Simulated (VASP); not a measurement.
Here is a VASP 6.6.1 calculation.

Contents of INCAR:

```
PREC = Accurate
ENCUT = 520
EDIFF = 1E-7
ISMEAR = 0
SIGMA = 0.15
LREAL = False
LASPH = True
NELM = 60
ALGO = Fast
ISIF = 2
LWAVE = False
LCHARG = False
GGA = PS
NBANDS = 14
```

Contents of KPOINTS:

```
regular mesh
0
Gamma
  20 20 20
```

Contents of POSCAR:

```
TiAl
1.0
    3.2038211886      0.0000000000      0.0000000000
    0.0000000000      3.2038211886      0.0000000000
    0.0000000000      0.0000000000      3.1091269662
Ti Al
1 1
Direct
    0.0000000000      0.0000000000      0.0000000000
    0.5000000000      0.5000000000      0.5000000000
```

Potentials or basis: VASP PAW PBE potentials, release 64 (Ti_sv, Al).

Run with:

```bash
$ cat potpaw_PBE.64/Ti_sv/POTCAR potpaw_PBE.64/Al/POTCAR > POTCAR
$ mpirun -np 1 vasp_std > vasp.out
```

Problem. Predict the pressure.

Solution. -1.6 GPa.

Problem. Estimate the band gap on the k mesh.

Solution. Zero (an odd number of electrons rules out a gap without spin polarisation).

Stress tensor (GPa, compression positive):
```
-1.21  0.00  0.00
 0.00 -1.21  0.00
 0.00  0.00 -2.33
```

Caveat: the cell differs from its parent crystal (strain +0.015 along x and y, -0.015 along z); the PAW data sets were made with another functional, which shifts forces and pressure a little.
